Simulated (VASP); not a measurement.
Set up this calculation in VASP 6.6.1, as the native input.

```
Task                   : single point
Functional             : LDA
Potentials or basis    : VASP PAW LDA potentials, release 64 (Zr_sv)
Cutoff                 : 520 eV
k mesh                 : 18 × 18 × 18
Occupations            : gaussian, width 0.15 eV
Spin                   : no spin polarisation
Dipole correction      : no
Further INCAR settings : ALGO = Fast; EDIFF = 1e-06; NBANDS = 12
```

The structure of Zr lies in POSCAR:

```
Zr
1.0
    0.0000000000      2.5932500000      2.2550000000
    2.2550000000      0.0000000000      2.2550000000
    2.2550000000      2.5932500000      0.0000000000
Zr
1
Direct
    0.0000000000      0.0000000000      0.0000000000
```

This cell differs from its parent crystal: strain +0.1500 x Voigt [0, 1, 0, 0, 0, 0].

These files were run (other wordings do the same):

INCAR

```
SYSTEM = Zr
ALGO     = Fast           ! electronic algorithm
EDIFF    = 1E-6           ! SCF threshold, eV
ENCUT    = 520            ! plane-wave cutoff, eV
ISIF     = 2              ! what is computed and relaxed
ISMEAR   = 0              ! smearing method
LASPH    = .TRUE.         ! aspherical terms in the spheres
LCHARG   = .FALSE.        ! write CHGCAR
LREAL    = .FALSE.        ! projectors in reciprocal space
LWAVE    = .FALSE.        ! write WAVECAR
NBANDS   = 12             ! bands
NELM     = 100            ! most SCF steps
PREC     = Accurate       ! precision mode
SIGMA    = 0.15           ! smearing width, eV
```

KPOINTS

```
k-points
0
G
  18 18 18
  0 0 0
```

Potentials or basis: VASP PAW LDA potentials, release 64 (Zr_sv).

Launch:

```bash
$ cat potpaw_LDA.64/Zr_sv/POTCAR > POTCAR
$ mpirun -np 1 vasp_std > vasp.out
```

It gave:

- Pressure: -14.6 GPa
- Band gap on the k mesh: zero (band 6 reaches 7.84 eV, above the bottom of band 7 at 6.77 eV)

Caveat: the cell differs from its parent crystal (strain +0.1500 x Voigt [0, 1, 0, 0, 0, 0]).

It took 2.6 min on 1 thread of Intel(R) Xeon(R) Platinum 8488C (Sapphire Rapids), on a shared host, peak memory 0.24 GiB.
